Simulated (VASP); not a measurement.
**ZnCu: relaxation of cell and atoms with PBE**

The system is ZnCu.

```
Zn Cu
1.0
     1.48804   -2.12128    0.00000
     1.48804    2.12128    0.00000
     0.00000    0.00000    4.14075
Zn Cu
1 1
Direct
  0.50000 0.50000 0.50000
  0.00000 0.00000 0.00000
```

```yaml
Program: VASP 6.6.1
Task: relaxation of cell and atoms
Functional: PBE
Potentials_or_basis: VASP PAW PBE potentials, release 64 (Zn, Cu)
Cutoff: 600 eV
k_mesh: 18 × 18 × 10
Occupations: gaussian, width 0.1 eV
Spin: no spin polarisation
Dipole_correction: no
Further_INCAR_settings: ALGO = Normal; EDIFF = 1e-06; IBRION = 2; EDIFFG = -0.005; NSW = 100; ISIF = 3
```

```json
{"Energy gained by relaxing": "37.8 meV/atom", "Ionic steps": "43", "Pressure after relaxing": "0.0 GPa"}
```

Step by step:
```tsv
step	energy change (eV)	largest force (eV/Å)	pressure (GPa)	volume (Å³)
1	0.0000	0.0000	0.61	26.14
3	-0.0009	0.0000	-0.42	26.40
5	-0.0040	0.0000	-0.05	26.29
7	-0.0045	0.0000	2.88	25.66
9	-0.0048	0.0000	2.87	25.66
11	-0.0061	0.0000	3.09	25.64
13	-0.0120	0.0000	3.30	25.57
15	-0.0123	0.0000	6.67	24.86
17	-0.0204	0.0000	5.77	25.02
19	-0.0260	0.0000	3.35	25.49
21	-0.0324	0.0000	3.26	25.49
23	-0.0401	0.0000	-1.92	26.67
25	-0.0444	0.0000	-0.32	26.28
27	-0.0558	0.0000	-0.74	26.35
29	-0.0537	0.0000	-0.37	26.33
31	-0.0686	0.0000	-0.82	26.38
33	-0.0694	0.0000	-1.02	26.39
35	-0.0706	0.0000	0.37	26.10
37	-0.0746	0.0000	0.75	25.96
39	-0.0731	0.0000	-1.66	26.57
41	-0.0755	0.0000	-0.01	26.14
43	-0.0755	0.0000	-0.02	26.14
```

Final structure:
```xyz
2
Lattice="1.9317 -1.9436 0.0000 1.9317 1.9436 0.0000 0.0000 0.0000 3.4815" Properties=species:S:1:pos:R:3 pbc="T T T"
Zn    1.9317    0.0000    1.7408
Cu    0.0000    0.0000    0.0000
```

Levels at points of the mesh, in eV from the Fermi level:
```
           k point  band 10  band 11  band 12  band 13  band 14  band 15
(0.00, 0.00, 0.00)    -2.66    -2.45     1.57     6.38     9.15     9.18
(0.50, 0.00, 0.00)    -2.95    -2.71    -1.41     8.26     8.44     9.47
(0.50, 0.50, 0.00)    -2.12    -0.66    -0.56     3.26     3.84    10.77
(0.00, 0.00, 0.50)    -2.90    -2.81    -2.47    12.85    12.86    13.86
(0.50, 0.00, 0.50)    -2.54    -2.36    -1.91     1.09     1.63    16.26
(0.50, 0.50, 0.50)    -2.12     3.91     4.00     4.20     4.22     4.30
```

It took 45 min on 1 thread of Intel(R) Xeon(R) 6975P-C (Granite Rapids), with other jobs on the host, peak memory 0.49 GiB.
